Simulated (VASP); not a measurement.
A run of VASP 6.6.1:

Contents of INCAR:

```
PREC = Accurate
ENCUT = 520
EDIFF = 1E-6
ISMEAR = 0
SIGMA = 0.1
LREAL = False
LASPH = True
NELM = 80
ALGO = Normal
ISIF = 2
LWAVE = False
LCHARG = False
GGA = PE
NBANDS = 16
```

The input KPOINTS:

```
regular mesh
0
Gamma
  4 4 4
```

The input POSCAR:

```
AsSe2
1.0
    0.0000000000      3.2948179817      3.2948179817
    3.2948179817      0.0000000000      3.2948179817
    3.2948179817      3.2948179817      0.0000000000
As Se
1 2
Direct
    0.0000000000      0.0000000000      0.0000000000
    0.2500000000      0.2500000000      0.2500000000
    0.7500000000      0.7500000000      0.7500000000
```

Potentials or basis: VASP PAW PBE potentials, release 64 (As, Se).

Run with:

```console
$ cat potpaw_PBE.64/As/POTCAR potpaw_PBE.64/Se/POTCAR > POTCAR
$ mpirun -np 1 vasp_std > vasp.out
```

Hardware: 1 thread of Intel Xeon 8259CL, on a shared host.

Task: How long does it take, and how much memory?

Result: It took 31 s on 1 thread of Intel Xeon 8259CL, with other jobs on the host, peak memory 0.2 GiB. Counts: scf iterations 13, k points 8.
